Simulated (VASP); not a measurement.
# GaAs (zincblende type) (F-43m) in VASP: notebook, part 2 of 2

VASP 6.6.1.

**4. Single point, PBE (volume scaled by 0.64)**

Contents of INCAR:

```
PREC = Accurate
ENCUT = 520
EDIFF = 1E-7
ISMEAR = -1
SIGMA = 0.05
LREAL = False
LASPH = True
NELM = 60
ALGO = Normal
ISIF = 2
LWAVE = False
LCHARG = False
GGA = PE
NBANDS = 16
```

Contents of KPOINTS:

```
regular mesh
0
Gamma
  13 13 13
```

Contents of POSCAR:

```
GaAs
1.0
    0.0000000000      2.4756909131      2.4756909131
    2.4756909131      0.0000000000      2.4756909131
    2.4756909131      2.4756909131      0.0000000000
Ga As
1 1
Direct
    0.0000000000      0.0000000000      0.0000000000
    0.2500000000      0.2500000000      0.2500000000
```

Potentials or basis: VASP PAW PBE potentials, release 64 (Ga_d, As).

Launch:

```bash
$ cat potpaw_PBE.64/Ga_d/POTCAR potpaw_PBE.64/As/POTCAR > POTCAR
$ mpirun -np 1 vasp_std > vasp.out
```

OUTCAR:

```text
PREC = Accurate
   ENCUT = 520
   EDIFF = 1E-7
   ISMEAR = -1
   LREAL = False
   LASPH = True
   NELM = 60
   ISIF = 2
   GGA = PE

 ion  position               nearest neighbor table
   1  0.000  0.000  0.000-   2 2.14   2 2.14   2 2.14   2 2.14
   2  0.250  0.250  0.250-   1 2.14   1 2.14   1 2.14   1 2.14

  LATTYP: Found a face centered cubic cell.
 ALAT       =     4.9513818262

  Lattice vectors:

 A1 = (   0.0000000000,   2.4756909131,   2.4756909131)
 A2 = (   2.4756909131,   0.0000000000,   2.4756909131)
 A3 = (   2.4756909131,   2.4756909131,   0.0000000000)
[... 624 lines left out ...]
      4      -7.3769      2.00000
      5      -7.3362      2.00000
      6      -4.6040      2.00000
[... 8 lines left out ...]
     15      22.8054      0.00000
     16      22.9839      0.00000

 [... further k-points ...]
[... 5 lines left out ...]
  --------------------------------------------------------------------------------------
  -------------------------------------------------------------------------------------
  Total       14.2855450     14.2855450     14.2855450      0.0000000      0.0000000     -0.0000000
  in kB      754.2027878    754.2027878    754.2027878      0.0000000      0.0000000     -0.0000000
  external PRESSURE =     754.2027878 kB  Pullay stress =       0.0000000 kB

 VOLUME and BASIS-vectors are now :
 -----------------------------------------------------------------------------
  energy-cutoff  :      520.00
  volume of cell :       30.35
      direct lattice vectors                 reciprocal lattice vectors
     0.000000000  2.475690913  2.475690913    -0.201963822  0.201963822  0.201963822
     2.475690913  0.000000000  2.475690913     0.201963822 -0.201963822  0.201963822
     2.475690913  2.475690913  0.000000000     0.201963822  0.201963822 -0.201963822

 POSITION                                       TOTAL-FORCE (eV/Angst)
 -----------------------------------------------------------------------------------
      0.00000      0.00000      0.00000        -0.000000     -0.000000     -0.000000
      1.23785      1.23785      1.23785         0.000000      0.000000      0.000000
 -----------------------------------------------------------------------------------
    total drift:                                0.000001      0.000001      0.000001

  FREE ENERGIE OF THE ION-ELECTRON SYSTEM (eV)
  ---------------------------------------------------
  free  energy   TOTEN  =        -5.5848264710 eV

  energy  without entropy=       -5.5847818688  energy(sigma->0) =       -5.58480417
```

OSZICAR:

```text
N       E                     dE             d eps       ncg     rms          rms(c)
DAV:   1     0.859839026078E+02    0.85984E+02   -0.89916E+03  2840   0.181E+03
DAV:   2    -0.802829139939E-01   -0.86064E+02   -0.81409E+02  3008   0.323E+02
DAV:   3    -0.580611998276E+01   -0.57258E+01   -0.56997E+01  3240   0.649E+01
DAV:   4    -0.587293145078E+01   -0.66811E-01   -0.66804E-01  3272   0.749E+00
DAV:   5    -0.587375342433E+01   -0.82197E-03   -0.82195E-03  3368   0.771E-01    0.468E+00
DAV:   6    -0.564285269201E+01    0.23090E+00   -0.23721E-01  4112   0.116E+01    0.294E+00
DAV:   7    -0.558414686540E+01    0.58706E-01   -0.14357E-01  3560   0.370E+00    0.657E-01
DAV:   8    -0.558451823334E+01   -0.37137E-03   -0.14615E-02  3112   0.152E+00    0.380E-01
DAV:   9    -0.558478916278E+01   -0.27093E-03   -0.10943E-03  3344   0.256E-01    0.745E-02
DAV:  10    -0.558480243890E+01   -0.13276E-04   -0.13570E-04  3544   0.212E-01    0.253E-02
DAV:  11    -0.558482674087E+01   -0.24302E-04   -0.33663E-05  3024   0.544E-02    0.600E-03
DAV:  12    -0.558482689375E+01   -0.15288E-06   -0.12842E-06  3464   0.145E-02    0.477E-03
DAV:  13    -0.558482649085E+01    0.40290E-06   -0.21844E-07  3440   0.346E-03    0.884E-04
DAV:  14    -0.558482647098E+01    0.19870E-07   -0.10606E-08  1984   0.652E-04
   1 F= -.55848265E+01 E0= -.55848042E+01  d E =-.446021E-04
```

Wall time 44 s (1 thread of Intel Xeon Platinum 8488C (Sapphire Rapids), shared host); peak memory 0.18 GiB.

What came out:

```
Free energy            : -5.5848 eV
Pressure               : 75.4 GPa
Band gap on the k mesh : 0.40 eV, indirect (least direct gap 3.59 eV)
```

Levels at points of the mesh, in eV from the valence-band top:
| k point | band 5 | band 6 | band 7 | band 8 | band 9 | band 10 | band 11 | band 12 | band 13 | band 14 |
| --- | --- | --- | --- | --- | --- | --- | --- | --- | --- | --- |
| (0.00, 0.00, 0.00) | -16.01 | -16.01 | 0.00 | 0.00 | 0.00 | 3.59 | 3.59 | 3.59 | 3.78 | 8.87 |

**5. Single point, PBE (volume scaled by 0.64)**

Contents of INCAR:

```
SYSTEM = GaAs
PREC = Accurate
ENCUT = 520
EDIFF = 1E-6
ISMEAR = -1
SIGMA = 0.05
LREAL = .False.
LASPH = .True.
NELM = 60
ALGO = Normal
ISIF = 2
LWAVE = .False.
LCHARG = .False.
GGA = PE
NBANDS = 16
```

Contents of KPOINTS:

```
regular mesh
0
Gamma
  13 13 13
  0 0 0
```

POSCAR is that of step 4.

Launch:

```bash
$ cat potpaw_PBE.64/Ga_d/POTCAR potpaw_PBE.64/As/POTCAR > POTCAR
$ mpirun -np 1 vasp_std > vasp.out
```

It took 26 s on 1 thread of Intel Xeon Platinum 8488C (Sapphire Rapids), shared host; peak memory 0.18 GiB.

Results (log left out):

* Free energy: -5.5848 eV
* Pressure: 75.4 GPa
* Band gap on the k mesh: 0.40 eV, indirect (least direct gap 3.59 eV)

Levels at points of the mesh, in eV from the valence-band top:
```tsv
k point	band 5	band 6	band 7	band 8	band 9	band 10	band 11	band 12	band 13	band 14
(0.00, 0.00, 0.00)	-16.01	-16.01	0.00	0.00	0.00	3.59	3.59	3.59	3.78	8.87
```
